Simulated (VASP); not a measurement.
# CdSe (P6_3mc) in VASP: notebook

CdSe is run at these levels: PBE; tasks: single point.

All numbers are computed with VASP 6.6.1; they aren't measurements. Logs are shortened: lines on timing, memory, paths and dates and some standing lists are left out, and cuts for length are marked.

### 1 The cell of the first run

Symmetry: P6_3mc, No. 186, hexagonal system. The conventional cell has a = 4.271 Å, b = 4.271 Å, c = 6.973 Å, α = 90.00°, β = 90.00°, γ = 120.00°. Cd (site symmetry 3m) has 4 Se at 2.59 to 2.68 Å within 3.4 Å. Se (site symmetry 3m) has 4 Cd at 2.59 to 2.68 Å within 3.4 Å.

### 2 Single point, PBE, collinear spin (27.54 Å³/atom)

INCAR reads:

```
SYSTEM = CdSe
PREC = Accurate
ENCUT = 520
EDIFF = 1E-7
ISMEAR = -1
SIGMA = 0.01
LREAL = .False.
LASPH = .True.
NELM = 150
ALGO = Normal
ISIF = 2
LWAVE = .False.
LCHARG = .False.
ISPIN = 2
MAGMOM = 0.5 0.5 0 0
LORBIT = 11
GGA = PE
NBANDS = 30
```

KPOINTS reads:

```
Automatic mesh
0
Gamma
  7 7 4
  0 0 0
```

POSCAR reads:

```
CdSe
1.0
    4.2711400700      0.0000000000      0.0000000000
   -2.1355700350      3.6989158038      0.0000000000
    0.0000000000      0.0000000000      6.9728844864
Cd Se
2 2
Direct
    0.6666666667      0.3333333333      0.5000000000
    0.3333333333      0.6666666667      0.0000000000
    0.6666666667      0.3333333333      0.8850000000
    0.3333333333      0.6666666667      0.3850000000
```

Potentials or basis: VASP PAW PBE potentials, release 64 (Cd, Se).

On the command line:

```console
$ cat potpaw_PBE.64/Cd/POTCAR potpaw_PBE.64/Se/POTCAR > POTCAR
$ mpirun -np 1 vasp_std > vasp.out
```

OUTCAR:

```text
SYSTEM = CdSe
   PREC = Accurate
   ENCUT = 520
   EDIFF = 1E-7
   ISMEAR = -1
   LREAL = .False.
   LASPH = .True.
   NELM = 150
   ISIF = 2
   ISPIN = 2
   LORBIT = 11
   GGA = PE

 ion  position               nearest neighbor table
   1  0.667  0.333  0.500-   4 2.59   4 2.59   4 2.59   3 2.68
   2  0.333  0.667  0.000-   3 2.59   3 2.59   3 2.59   4 2.68
   3  0.667  0.333  0.885-   2 2.59   2 2.59   2 2.59   1 2.68
   4  0.333  0.667  0.385-   1 2.59   1 2.59   1 2.59   2 2.68

  LATTYP: Found a hexagonal cell.
 ALAT       =     4.2711400700
 C/A-ratio  =     1.6325581395

  Lattice vectors:

 A1 = (   4.2711400700,   0.0000000000,   0.0000000000)
 A2 = (  -2.1355700350,   3.6989158038,   0.0000000000)
 A3 = (   0.0000000000,   0.0000000000,   6.9728844864)

Analysis of symmetry for initial positions (statically):
=====================================================================
 Subroutine PRICEL returns:
 Original cell was already a primitive cell.

 Routine SETGRP: Setting up the symmetry group for a
 hexagonal supercell.

 Subroutine GETGRP returns: Found 12 space group operations
 (whereof  6 operations were pure point group operations)
 out of a pool of 24 trial point group operations.

The static configuration has the point symmetry C_3v.
 The point group associated with its full space group is C_6v.

Analysis of symmetry for dynamics (positions and initial velocities):
=====================================================================
 Subroutine PRICEL returns:
 Original cell was already a primitive cell.

 Routine SETGRP: Setting up the symmetry group for a
 hexagonal supercell.

 Subroutine GETGRP returns: Found 12 space group operations
 (whereof  6 operations were pure point group operations)
 out of a pool of 24 trial point group operations.

The dynamic configuration has the point symmetry C_3v.
 The point group associated with its full space group is C_6v.

Analysis of structural, dynamic, and magnetic symmetry:
=====================================================================
 Subroutine PRICEL returns:
 Original cell was already a primitive cell.

 Routine SETGRP: Setting up the symmetry group for a
 hexagonal supercell.

 Subroutine GETGRP returns: Found 12 space group operations
 (whereof  6 operations were pure point group operations)
 out of a pool of 24 trial point group operations.

The overall configuration has the point symmetry C_3v.
 The point group associated with its full space group is C_6v.

 Subroutine INISYM returns: Found 12 space group operations
 (whereof  6 operations are pure point group operations),
 and found     1 'primitive' translations

----------------------------------------------------------------------------------------

                                     Primitive cell

  volume of cell :     110.1617

  direct lattice vectors                    reciprocal lattice vectors
     4.271140070  0.000000000  0.000000000     0.234129526  0.135174745  0.000000000
    -2.135570035  3.698915804  0.000000000     0.000000000  0.270349490  0.000000000
     0.000000000  0.000000000  6.972884486     0.000000000  0.000000000  0.143412673

  length of vectors
     4.271140070  4.271140070  6.972884486     0.270349490  0.270349490  0.143412673

  position of ions in fractional coordinates (direct lattice)
     0.666666667  0.333333333  0.500000000
     0.333333333  0.666666667  0.000000000
     0.666666667  0.333333333  0.885000000
     0.333333333  0.666666667  0.385000000

  ion indices of the primitive-cell ions
   primitive index   ion index
                 1           1
                 2           2
                 3           3
                 4           4

----------------------------------------------------------------------------------------

 KPOINTS: Automatic mesh

Automatic generation of k-mesh.
 Grid dimensions read from file:
 generate k-points for:    7    7    4

 Generating k-lattice:

  Cartesian coordinates                     Fractional coordinates (reciprocal lattice)
     0.033447075  0.019310678  0.000000000     0.142857143  0.000000000  0.000000000
     0.000000000  0.038621356  0.000000000     0.000000000  0.142857143  0.000000000
     0.000000000  0.000000000  0.035853168     0.000000000  0.000000000  0.250000000

  Length of vectors
     0.038621356  0.038621356  0.035853168

  Shift w.r.t. Gamma in fractional coordinates (k-lattice)
     0.000000000  0.000000000  0.000000000

 Subroutine IBZKPT returns following result:
 ===========================================

 Found     24 irreducible k-points:

 Following reciprocal coordinates:
            Coordinates               Weight
  0.000000  0.000000  0.000000      1.000000
  0.142857  0.000000  0.000000      6.000000
  0.285714  0.000000  0.000000      6.000000
  0.428571  0.000000  0.000000      6.000000
  0.142857  0.142857  0.000000      6.000000
  0.285714  0.142857  0.000000     12.000000
[... 16 lines left out ...]
  0.428571  0.142857  0.500000      6.000000
  0.285714  0.285714  0.500000      6.000000
   k-points           NKPTS =     24   k-points in BZ     NKDIM =     24   number of bands    NBANDS=     30
   number of dos      NEDOS =    301   number of ions     NIONS =      4
   total plane-waves  NPLWV =  55296
   dimension x,y,z NGX =    32 NGY =   32 NGZ =   54
   dimension x,y,z NGXF=    64 NGYF=   64 NGZF=  108
   ions per type =               2   2
   NGX,Y,Z   is equivalent  to a cutoff of  12.46, 12.46, 12.87 a.u.
   NGXF,Y,Z  is equivalent  to a cutoff of  24.91, 24.91, 25.75 a.u.
 SYSTEM =  CdSe
   PREC   = accura    normal or accurate (medium, high low for compatibility)
   ISTART =      0    job   : 0-new  1-cont  2-samecut
   ICHARG =      2    charge: 1-file 2-atom 10-const
   ISPIN  =      2    spin polarized calculation?
   LNONCOLLINEAR =      F non collinear calculations
   LSORBIT =      F    spin-orbit coupling
   LASPH  =      T    aspherical Exc in radial PAW
   ENCUT  =  520.0 eV  38.22 Ry    6.18 a.u.   7.94  7.94 12.96*2*pi/ulx,y,z
   NELM   =    150;   NELMIN=  2; NELMDL= -5     # of ELM steps
   EDIFF  = 0.1E-06   stopping-criterion for ELM
   LREAL  =      F    real-space projection
   EDIFFG = 0.1E-05   stopping-criterion for IOM
   NSW    =      0    number of steps for IOM
   IBRION =     -1    ionic relax: 0-MD 1-quasi-New 2-CG
   NFREE  =      0    steps in history (QN), initial steepest desc. (CG)
   ISIF   =      2    stress and relaxation
   ISYM   =      2    0-nonsym 1-usesym 2-fastsym
   POTIM  = 0.5000    time-step for ionic-motion
   TEBEG  =    0.0;   TEEND  =   0.0 temperature during run
   PSTRESS=    0.0 pullay stress
   NELECT =      36.0000    total number of electrons
   NUPDOWN=      -1.0000    fix difference up-down
   EMIN   =  10.00;   EMAX   =-10.00  energy-range for DOS
   EFERMI =   0.00;   METHOD = LEGACY
   ISMEAR =    -1;   SIGMA  =   0.01  broadening in eV -4-tet -1-fermi 0-gaus
   EFERMI_NEDOS =   21; number of points for ismear=-14 and -15
   IALGO  =     38    algorithm
   IMIX   =      4    mixing-type and parameters
     AMIX     =   0.40;   BMIX     =  1.00
     AMIX_MAG =   1.60;   BMIX_MAG =  1.00
  volume/ion in A,a.u.               =      27.54       185.85
  Fermi-wavevector in a.u.,A,eV,Ry     =   1.127627  2.130906 17.300384  1.271542
  Thomas-Fermi vector in A             =   2.264314
   LORBIT       =     11    0 simple, 1 ext, 2 COOP (PROOUT), +10 PAW based schemes
   GGA     = PE    functional components
   LHFCALC =     F    Hartree Fock is set to
   AEXX    =    0.0000 exact exchange contribution
   IVDW    =     0    specifies the selected vdW correction
   LEPSILON=     F    determine dielectric tensor
   LRPA    =     F    only Hartree local field effects (RPA)
 spin polarized calculation
  energy-cutoff  :      520.00
  volume of cell :      110.16
 maximum number of plane-waves:      2996
 NGX is ok and might be reduce to    32
   NGX = 15   NGY = 15   NGZ = 25

 number of electron      35.9999999 magnetization      -0.0000005

 number of electron      35.9999999 magnetization       0.0000110

 Free energy of the ion-electron system (eV)
  ---------------------------------------------------
  ext. energy  EPLUGINS =         0.00000000
  ---------------------------------------------------
  free energy    TOTEN  =       -10.84863656 eV

  energy without entropy =      -10.84863656  energy(sigma->0) =      -10.84863656

 E-fermi :   1.3235     XC(G=0):  -8.9743

 val. band max:        1.1011537990   @ k =   0.0000   0.0000   0.0000
 cond. band min:       1.8473200563   @ k =   0.0000   0.0000   0.0000
 fundamental gap:      0.7461662572
 Fermi energy:         1.3235495814

 spin component 1

 k-point     1 :       0.0000    0.0000    0.0000
  band No.  band energies     occupation
      1     -11.6113      1.00000
      2     -11.2273      1.00000
      3      -6.9075      1.00000
      4      -6.9075      1.00000
      5      -6.8489      1.00000
      6      -6.8489      1.00000
[... 781 lines left out ...]
     29      13.1572      0.00000
     30      13.1572      0.00000
 Fermi energy:         1.3235495814

 spin component 2

 k-point     1 :       0.0000    0.0000    0.0000
  band No.  band energies     occupation
      1     -11.6113      1.00000
      2     -11.2273      1.00000
      3      -6.9075      1.00000
      4      -6.9075      1.00000
      5      -6.8489      1.00000
      6      -6.8489      1.00000
[... 781 lines left out ...]
     29      13.1572      0.00000
     30      13.1572      0.00000

------------------------ aborting loop because EDIFF is reached ----------------------------------------

  FORCE on cell =-STRESS in cart. coord.  units (eV):
  Direction    XX          YY          ZZ          XY          YZ          ZX
  --------------------------------------------------------------------------------------
  -------------------------------------------------------------------------------------
  Total        3.7064144      3.7064144      2.0746311      0.0000000      0.0000000      0.0000000
  in kB       53.9055932     53.9055932     30.1731557      0.0000000      0.0000000      0.0000000
  external PRESSURE =      45.9947807 kB  Pullay stress =       0.0000000 kB

 VOLUME and BASIS-vectors are now :
 -----------------------------------------------------------------------------
  energy-cutoff  :      520.00
  volume of cell :      110.16
      direct lattice vectors                 reciprocal lattice vectors
     4.271140070  0.000000000  0.000000000     0.234129526  0.135174745  0.000000000
    -2.135570035  3.698915804  0.000000000     0.000000000  0.270349490  0.000000000
     0.000000000  0.000000000  6.972884486     0.000000000  0.000000000  0.143412673

 POSITION                                       TOTAL-FORCE (eV/Angst)
 -----------------------------------------------------------------------------------
      2.13557      1.23297      3.48644         0.000000      0.000000      0.313077
     -0.00000      2.46594      0.00000        -0.000000      0.000000      0.313077
      2.13557      1.23297      6.17100         0.000000     -0.000000     -0.313077
     -0.00000      2.46594      2.68456        -0.000000      0.000000     -0.313077
 -----------------------------------------------------------------------------------
    total drift:                               -0.000000      0.000000      0.000138

  FREE ENERGIE OF THE ION-ELECTRON SYSTEM (eV)
  ---------------------------------------------------
  free  energy   TOTEN  =       -10.8486365612 eV

  energy  without entropy=      -10.8486365612  energy(sigma->0) =      -10.84863656

 total charge

# of ion       s       p       d       tot
------------------------------------------
    1        0.448   0.327   9.555  10.331
    2        0.448   0.327   9.555  10.331
    3        1.443   2.411   0.024   3.878
    4        1.443   2.411   0.024   3.878
--------------------------------------------------
tot          3.782   5.477  19.159  28.417

 magnetization (x)

# of ion       s       p       d       tot
------------------------------------------
    1        0.000   0.000   0.000   0.000
    2        0.000   0.000   0.000   0.000
    3       -0.000  -0.000   0.000  -0.000
    4       -0.000  -0.000   0.000  -0.000
--------------------------------------------------
tot         -0.000  -0.000   0.000  -0.000
```

Wall time 68 s (1 thread of Intel Xeon 6975P-C (Granite Rapids), shared host); peak memory 0.32 GiB.

Results:

```yaml
Free_energy: -10.8486 eV
Pressure: 4.6 GPa
Largest_force: 0.313 eV/Å
Band_gap_on_the_k_mesh: 0.75 eV
Net_moment: 0.00 μB per cell
Valence_electrons_inside_the_program's_atomic_spheres: Cd 10.33; Se 3.88
```

Forces on the atoms (eV/Å):
```
Cd   0.000  0.000  0.313
Cd   0.000  0.000  0.313
Se   0.000  0.000 -0.313
Se   0.000  0.000 -0.313
```

Caveat: the cell stands under pressure.

### 3 Single point, PBE, collinear spin (28.10 Å³/atom)

This run uses another cell than the first one, of 28.10 Å³/atom.

INCAR reads:

```
SYSTEM = CdSe
PREC     = Accurate       ! precision mode
ENCUT    = 520            ! plane-wave cutoff, eV
EDIFF    = 1E-6           ! SCF threshold, eV
ISMEAR   = -1             ! smearing method
SIGMA    = 0.01           ! smearing width, eV
LREAL    = .False.        ! projectors in reciprocal space
LASPH    = .True.         ! aspherical terms in the spheres
NELM     = 150            ! most SCF steps
ALGO     = Normal         ! electronic algorithm
ISIF     = 2              ! what is computed and relaxed
LWAVE    = .False.        ! write WAVECAR
LCHARG   = .False.        ! write CHGCAR
ISPIN    = 2              ! spin polarisation
MAGMOM   = 0.5 0.5 0 0    ! initial moments
LORBIT   = 11             ! projections on sites
GGA      = PE             ! functional
NBANDS   = 30             ! bands
```

KPOINTS is that of step 2.

POSCAR reads:

```
CdSe
1.0
    4.3000000000      0.0000000000      0.0000000000
   -2.1500000000      3.7239092363      0.0000000000
    0.0000000000      0.0000000000      7.0200000000
Cd Se
2 2
Direct
    0.6666666667      0.3333333333      0.5000000000
    0.3333333333      0.6666666667      0.0000000000
    0.6666666667      0.3333333333      0.8850000000
    0.3333333333      0.6666666667      0.3850000000
```

Potentials or basis: VASP PAW PBE potentials, release 64 (Cd, Se).

On the command line:

```console
$ cat potpaw_PBE.64/Cd/POTCAR potpaw_PBE.64/Se/POTCAR > POTCAR
$ mpirun -np 1 vasp_std > vasp.out
```

Run time: 66 s. Hardware: 1 thread of Intel Xeon 6975P-C (Granite Rapids), shared host; peak memory 0.32 GiB.

Results (log left out):

```yaml
Free_energy: -10.9042 eV
Pressure: 3.3 GPa
Largest_force: 0.291 eV/Å
Band_gap_on_the_k_mesh: 0.70 eV
Net_moment: 0.00 μB per cell
Valence_electrons_inside_the_program's_atomic_spheres: Cd 10.31; Se 3.87
```

Forces in eV/Å, atoms in the order of the input:
```
Cd   0.000  0.000  0.291
Cd   0.000  0.000  0.291
Se   0.000  0.000 -0.291
Se   0.000  0.000 -0.291
```

Stress tensor (GPa, compression positive):
```
4.04 0.00 0.00
0.00 4.04 0.00
0.00 0.00 1.94
```

Levels at points of the mesh, in eV from the valence-band top:
Spin up:
```tsv
k point	band 14	band 15	band 16	band 17	band 18	band 19	band 20	band 21	band 22	band 23
(0.00, 0.00, 0.00)	-0.72	-0.72	-0.01	0.00	0.00	0.70	2.12	5.88	5.88	6.14
(0.00, 0.00, 0.50)	-2.57	-0.37	-0.37	-0.37	-0.37	2.34	2.34	5.83	5.83	6.25
```
Spin down:
| k point | band 14 | band 15 | band 16 | band 17 | band 18 | band 19 | band 20 | band 21 | band 22 | band 23 |
| --- | --- | --- | --- | --- | --- | --- | --- | --- | --- | --- |
| (0.00, 0.00, 0.00) | -0.72 | -0.72 | -0.01 | 0.00 | 0.00 | 0.70 | 2.12 | 5.88 | 5.88 | 6.14 |
| (0.00, 0.00, 0.50) | -2.57 | -0.37 | -0.37 | -0.37 | -0.37 | 2.34 | 2.34 | 5.83 | 5.83 | 6.25 |

Caveat: the cell stands under pressure.

(Part 1 of 2 ends here.)
